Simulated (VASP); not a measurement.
Runs of VASP 6.6.1 on MnAl2. The structure is that of space group Fm-3m (No. 225), or close to it. The cells are those of the table. 

```tsv
task	level	U	cell	gap on the mesh (eV)	pressure (GPa)	relaxed volume (Å³/atom)
single point	PBE	-	a = 4.078 Å, angles 60.0°, 3 atoms	none	-0.1	-
relaxation of cell and atoms	PBE	-	relaxed from a = 4.139 Å, angles 60.0°, 3 atoms	none	0.0	15.97
relaxation of cell and atoms	PBE+U	Mn d U = 4.0 eV	relaxed from a = 4.139 Å, angles 60.0°, 3 atoms	none	0.0	16.26
single point	PBE+U	Mn d U = 4.0 eV	a = 4.070 Å, angles 60.0°, 3 atoms	none	(a)	-
```

Alike in all rows: potentials or basis VASP PAW PBE potentials, release 64 (Mn_pv, Al); no spin polarisation; k mesh 5 × 5 × 5; cutoff (eV) 500; smearing gaussian 0.0215 eV.

**Question.** Estimate the missing entries.

**Answer.** (a) 2.4.

Caveats: all runs use coarse meshes; the run has no spin polarisation, though such a crystal can be magnetic; U without spin polarisation on a metal has little footing (at least some runs); the U is typed as a test and isn't derived for this compound (at least some runs).

A gap of «none» marks levels without a gap at the run's occupations.
